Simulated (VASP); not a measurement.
**Sr: single point with LDA**

Sr:

```
CELL_PARAMETERS angstrom
0.00000 3.02193 3.02193
3.02193 0.00000 3.02193
3.02193 3.02193 0.00000
ATOMIC_POSITIONS crystal
Sr 0.00000 0.00000 0.00000
```

This cell differs from its parent crystal: volume scaled by 0.98.

```json
{"Program": "VASP 6.6.1", "Task": "single point", "Functional": "LDA", "Potentials or basis": "VASP PAW LDA potentials, release 64 (Sr_sv)", "Cutoff": "520 eV", "k mesh": "8 × 8 × 8", "Occupations": "fermi-dirac, width 0.05 eV", "Spin": "no spin polarisation", "Dipole correction": "no", "Further INCAR settings": "ALGO = Fast; EDIFF = 1e-06; NBANDS = 11"}
```

```json
{"Pressure": "-1.4 GPa", "Band gap on the k mesh": "zero (band 5 reaches 1.48 eV, above the bottom of band 6 at 1.46 eV)"}
```

Levels at points of the mesh, in eV from the Fermi level:
| k point | band 1 | band 2 | band 3 | band 4 | band 5 | band 6 | band 7 | band 8 | band 9 | band 10 |
| --- | --- | --- | --- | --- | --- | --- | --- | --- | --- | --- |
| (0.00, 0.00, 0.00) | -36.47 | -18.45 | -18.45 | -18.45 | -3.65 | 2.24 | 2.24 | 2.24 | 3.68 | 3.68 |
| (0.50, 0.00, 0.00) | -36.45 | -18.65 | -18.48 | -18.48 | -1.17 | 0.13 | 2.09 | 2.09 | 4.72 | 4.72 |
| (0.50, 0.50, 0.00) | -36.45 | -18.64 | -18.52 | -18.52 | -0.66 | 0.29 | 1.09 | 4.73 | 5.02 | 5.03 |

It took 12 s on 1 thread of AMD EPYC 7R43 64-Core Processor (Zen 3), on a shared host, peak memory 0.13 GiB.
